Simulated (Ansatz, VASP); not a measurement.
**ZrB in VASP and in Ansatz**

File INCAR:

```
ALGO     = Normal         # electronic algorithm
EDIFF    = 1E-7           # SCF threshold, eV
ENCUT    = 520            # plane-wave cutoff, eV
ISIF     = 2              # what is computed and relaxed
ISMEAR   = 0              # smearing method
LASPH    = True           # aspherical terms in the spheres
LCHARG   = False          # write CHGCAR
LREAL    = False          # projectors in reciprocal space
LWAVE    = False          # write WAVECAR
NBANDS   = 14             # bands
NELM     = 100            # most SCF steps
PREC     = Accurate       # precision mode
SIGMA    = 0.15           # smearing width, eV
```

Contents of KPOINTS:

```
k-points
0
Gamma
  16 16 16
```

File POSCAR:

```
ZrB
1.0
    0.0000000000      2.4153850465      2.6810774016
    2.3591065749      0.0000000000      2.6810774016
    2.3591065749      2.4153850465      0.0000000000
Zr B
1 1
Direct
    0.0000000000      0.0000000000      0.0000000000
    0.5000000000      0.5000000000      0.5000000000
```

Input for Ansatz:

```yaml
crystal:
  lattice:
    - [0.0, 2.4153850465, 2.6810774016]
    - [2.3591065749, 0.0, 2.6810774016]
    - [2.3591065749, 2.4153850465, 0.0]
  atoms:
    - { symbol: Zr, position: [0.0, 0.0, 0.0] }
    - { symbol: B, position: [0.5, 0.5, 0.5] }
basis:
  ecutwfc: 520.0
kpoints:
  mp_grid: { grid: [16, 16, 16] }
hamiltonian:
  xc: lda
scf:
  occupations: { method: gaussian, width: 0.15 }
output:
  forces: true
  stress: true
  eigenvalues: true
```

Change from the starting cell: normal strain along x -0.0233, normal strain along z +0.1100.

Alike in both runs: task single point; functional LDA; k mesh 16 × 16 × 16; occupations gaussian, width 0.15 eV; no spin polarisation.

|  | VASP | Ansatz |
| --- | --- | --- |
| version | VASP 6.6.1 | Ansatz 0.2.0 |
| potentials or method | VASP PAW LDA potentials, release 64 (Zr_sv, B), cutoff 520 eV | scalar-relativistic, plane waves, PAW |
| valence electrons in the cell | 15 | 15 |

```tsv
	VASP	Ansatz	Ansatz less VASP
gap on the k mesh at the Fermi level (eV)	none	none	-
pressure (GPa)	-8.5	-8.8	-0.26
traceless stress, the component that is largest in VASP (GPa)	-17.35	-17.23	+0.121
```

LDA's correlation is that of Perdew and Zunger in VASP and of Perdew and Wang (1992) in Ansatz. A gap of «none» marks a metal or a gap that the smearing closes.
